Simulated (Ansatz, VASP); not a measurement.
## AlAu2: VASP beside Ansatz

INCAR

```
PREC = Accurate
ENCUT = 520
EDIFF = 1E-6
ISMEAR = 0
SIGMA = 0.15
LREAL = F
LASPH = T
NELM = 80
ALGO = Fast
ISIF = 2
LWAVE = F
LCHARG = F
NBANDS = 20
```

The input KPOINTS:

```
Automatic mesh
0
Gamma
  16 16 16
```

POSCAR

```
AlAu2
1.0
   -1.6358000000      1.6358000000      3.9824500000
    1.6358000000     -1.6358000000      3.9824500000
    1.6358000000      1.6358000000     -3.9824500000
Al Au
1 2
Direct
    0.0000000000      0.0000000000      0.0000000000
    0.6570428093      0.6570428093      0.0000000000
    0.3429571907      0.3429571907      0.0000000000
```

Input for Ansatz:

```yaml
crystal:
  lattice:
    - [-1.6358, 1.6358, 3.98245]
    - [1.6358, -1.6358, 3.98245]
    - [1.6358, 1.6358, -3.98245]
  atoms:
    - { symbol: Al, position: [0.0, 0.0, 0.0] }
    - { symbol: Au, position: [0.6570428093, 0.6570428093, 0.0] }
    - { symbol: Au, position: [0.3429571907, 0.3429571907, 0.0] }
basis:
  ecutwfc: 420
kpoints:
  mp_grid: { grid: [16, 16, 16] }
hamiltonian:
  xc: lda
scf:
  occupations: { method: gaussian, width: 0.15 }
output:
  forces: true
  stress: true
  eigenvalues: true
```

Alike in both runs: task single point; functional LDA; k mesh 16 × 16 × 16; occupations gaussian, width 0.15 eV; no spin polarisation.

|  | VASP | Ansatz |
| --- | --- | --- |
| version | VASP 6.6.1 | Ansatz 0.2.0 |
| potentials or method | VASP PAW LDA potentials, release 64 (Al, Au), cutoff 520 eV | scalar-relativistic, plane waves, PAW |
| valence electrons in the cell | 25 | 41 |

Ansatz gave:

```
gap on the k mesh at the Fermi level (eV)                     : none
pressure (GPa)                                                : 26.2
traceless stress, the component that is largest in VASP (GPa) : 13.12
rms of the force components (eV/Å)                            : 0.710
```

Q: Estimate VASP's values.

A: gap on the k mesh at the Fermi level (eV): none; pressure (GPa): 26.8; traceless stress, the component that is largest in VASP (GPa): 13.32; rms of the force components (eV/Å): 0.718.

LDA's correlation is that of Perdew and Zunger in VASP and of Perdew and Wang (1992) in Ansatz. Atom by atom the forces differ by 0.008 eV/Å (rms over components). A gap of «none» marks a metal or a gap that the smearing closes. VASP's potentials hold 25 valence electrons a cell and Ansatz's 41, so a difference there can come from the potentials and not from the codes.

Neither program's run includes spin-orbit coupling.
